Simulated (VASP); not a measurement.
# As: single point with LDA

As:

```xyz
2
Lattice="1.8799 1.0854 3.3296 -1.8799 1.0854 3.3296 0.0000 -2.1707 3.3296" Properties=species:S:1:pos:R:3 pbc="T T T"
As    0.0000    0.0000    7.6866
As    0.0000    0.0000    2.3021
```

```
Program                : VASP 6.6.1
Task                   : single point
Functional             : LDA
Potentials or basis    : VASP PAW LDA potentials, release 64 (As)
Cutoff                 : 500 eV
k mesh                 : 11 × 11 × 11
Occupations            : fermi-dirac, width 0.05 eV
Spin                   : no spin polarisation
Dipole correction      : no
Further INCAR settings : ALGO = Normal; EDIFF = 1e-06; NBANDS = 12
```

```
Pressure               : 0.5 GPa
Largest force          : 0.067 eV/Å
Band gap on the k mesh : zero (bands 5 and 6 overlap by 0.22 eV)
```

Forces on the atoms (eV/Å):
```
As   0.000  0.000 -0.067
As   0.000  0.000  0.067
```

Stress tensor (GPa, compression positive):
```
0.52 0.00 0.00
0.00 0.52 0.00
0.00 0.00 0.34
```

Levels at points of the mesh, in eV from the Fermi level:
```
           k point  band 1  band 2  band 3  band 4  band 5  band 6  band 7  band 8  band 9  band 10
(0.00, 0.00, 0.00)  -15.40   -5.55   -2.46   -2.18   -2.18    2.07    3.11    3.11    6.41     6.41
```

Run time: 50 s on 1 thread of Intel Xeon 8259CL, on a shared host, peak memory 0.15 GiB.
